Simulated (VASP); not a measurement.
Here is a VASP 6.6.1 calculation.

File POSCAR:

```
TiO2
1.0
    4.5968534940      0.0000000000      0.0000000000
    0.0000000000      4.5968534940      0.0000000000
    0.0000000000      0.0000000000      2.8648865286
Ti O
2 4
Direct
    0.0000000000      0.0000000000      0.0000000000
    0.5000000000      0.5000000000      0.5000000000
    0.3031853094      0.3031853094      0.0000000000
    0.1968146906      0.8031853094      0.5000000000
    0.8031853094      0.1968146906      0.5000000000
    0.6968146906      0.6968146906      0.0000000000
```

Contents of INCAR.step1:

```
  PREC = Accurate
  ENCUT = 520
  ISMEAR = 0
  SIGMA = 0.01
  LREAL = F
  LASPH = T
  NELM = 80
  NBANDS = 33
  GGA = PE
  ALGO = Normal
  EDIFF = 1E-4
  LWAVE = T
  LCHARG = F
```

The input INCAR.step2:

```
  PREC = Accurate
  ENCUT = 520
  EDIFF = 1E-6
  ISMEAR = 0
  SIGMA = 0.01
  LREAL = F
  LASPH = T
  NELM = 80
  ALGO = Normal
  ISIF = 2
  LWAVE = F
  LCHARG = F
  METAGGA = R2SCAN
  LMIXTAU = T
  NBANDS = 33
  ISTART = 1
```

File KPOINTS:

```
regular mesh
0
Gamma
  6 6 8
```

Potentials or basis: VASP PAW PBE potentials, release 64 (Ti_sv, O).

Command:

```sh
$ cat potpaw_PBE.64/Ti_sv/POTCAR potpaw_PBE.64/O/POTCAR > POTCAR
$ cp INCAR.step1 INCAR
$ mpirun -np 1 vasp_std > vasp.out
$ cp INCAR.step2 INCAR
$ mpirun -np 1 vasp_std > vasp.out
```

(1) Predict the band gap on the k mesh.

(2) Predict the pressure.

(3) Estimate the largest force.

## Answers

(1) 2.29 eV, direct.

(2) 10.6 GPa.

(3) 0.047 eV/Å.

Caveat: the cell differs from its parent crystal (uniaxial z strain -3.0%); the PAW data sets were made with another functional, which shifts forces and pressure a little.
